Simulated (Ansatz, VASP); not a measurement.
NaI: VASP beside Ansatz

```xyz
2
Lattice="0.0000 3.2842 3.2842 3.2842 0.0000 3.2842 3.2842 3.2842 0.0000" Properties=species:S:1:pos:R:3 pbc="T T T"
Na    0.0000    0.0000    0.0000
I     3.2842    3.2842    3.2842
```

Change from the starting cell: hydrostatic strain +1.7%.

Alike in both runs: task single point; functional PBE; k mesh 8 × 8 × 8; occupations fermi-dirac, width 0.02 eV; no spin polarisation.

|  | VASP | Ansatz |
| --- | --- | --- |
| version | VASP 6.6.1 | Ansatz 0.2.0 |
| potentials or method | VASP PAW PBE potentials, release 64 (Na_pv, I) | plane waves, PAW |
| plane-wave cutoff (eV) | 520 | 420 |
| valence electrons in the cell | 14 | 26 |

|  | VASP | Ansatz | Ansatz less VASP |
| --- | --- | --- | --- |
| gap on the k mesh at the Fermi level (eV) | 3.53 | 3.53 | +0.004 |
| pressure (GPa) | -0.2 | -0.3 | -0.02 |

VASP's potentials hold 14 valence electrons a cell and Ansatz's 26, so a difference there can come from the potentials and not from the codes.

Spin-orbit coupling is off throughout.
